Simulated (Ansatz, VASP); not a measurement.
One calculation of La, two programs

INCAR

```
PREC = Accurate ; ENCUT = 520
EDIFF = 1E-6 ; ISMEAR = -1
SIGMA = 0.05 ; LREAL = F
LASPH = T ; NELM = 100
ALGO = Normal ; ISIF = 2
LWAVE = F ; LCHARG = T
GGA = PS ; LELF = T
LVHAR = T ; NBANDS = 12
```

KPOINTS

```
regular mesh
0
Gamma
  9 9 9
```

The input POSCAR:

```
La
1.0
   -2.0951271325      2.0951271325      2.0951271325
    2.0951271325     -2.0951271325      2.0951271325
    2.0951271325      2.0951271325     -2.0951271325
La
1
Direct
    0.0000000000      0.0000000000      0.0000000000
```

input.yaml

```yaml
crystal:
  lattice:
    - [-2.0951271325, 2.0951271325, 2.0951271325]
    - [2.0951271325, -2.0951271325, 2.0951271325]
    - [2.0951271325, 2.0951271325, -2.0951271325]
  atoms:
    - { symbol: La, position: [0.0, 0.0, 0.0] }
kpoints:
  mp_grid: { grid: [9, 9, 9] }
scf:
  occupations: { method: fermi_dirac, width: 0.05 }
hamiltonian:
  xc: pbesol
  pseudopotentials: { kind: all_electron, lapw: { basis_error: 0.0005 } }
output:
  forces: true
  stress: true
  eigenvalues: true
```

Change from the starting cell: volume scaled by 0.96.

Alike in both runs: task single point; functional PBEsol; k mesh 9 × 9 × 9; occupations fermi-dirac, width 0.05 eV; no spin polarisation.

|  | VASP | Ansatz |
| --- | --- | --- |
| version | VASP 6.6.1 | Ansatz 0.2.0 |
| potentials or method | VASP PAW PBE potentials, release 64 (La), cutoff 520 eV | all-electron LAPW, scalar-relativistic |

|  | VASP | Ansatz | Ansatz less VASP |
| --- | --- | --- | --- |
| gap on the k mesh at the Fermi level (eV) | none | none | - |
| pressure (GPa) | -1.7 | -1.7 | +0.01 |

VASP's potentials were made for PBE, not for PBEsol. A gap of «none» marks a metal or a gap that the smearing closes. Ansatz ran all-electron here, and VASP with PAW potentials.

Spin-orbit coupling is off throughout.
